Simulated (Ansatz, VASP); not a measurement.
**Two plane-wave programs on La**

```
La
1.0
    -2.14507    2.14507    2.12383
     2.14507   -2.14507    2.12383
     2.14507    2.14507   -2.12383
La
1
Direct
  0.00000 0.00000 0.00000
```

Alike in both runs: functional PBEsol; k mesh 7 × 7 × 7; occupations fermi-dirac, width 0.05 eV; no spin polarisation.

|  | VASP | Ansatz |
| --- | --- | --- |
| version | VASP 6.6.1 | Ansatz 0.2.0 |
| potentials or method | VASP PAW PBE potentials, release 64 (La) | Ansatz PAW |
| plane-wave cutoff (eV) | 520 | 420 |
| valence electrons in the cell | 11 | 11 |
| task | single point | band structure |

```csv
,VASP,Ansatz,Ansatz less VASP
gap on the k mesh at the Fermi level (eV),none,none,-
pressure (GPa),-2.7,-2.8,-0.03
"traceless stress, the component that is largest in VASP (GPa)",-0.38,-0.39,-0.006
```

VASP's potentials were made for PBE, not for PBEsol. A gap of «none» marks a metal or a gap that the smearing closes. The functional is the same, so the differences come from potentials, cutoffs and numerics.

Neither program's run includes spin-orbit coupling.
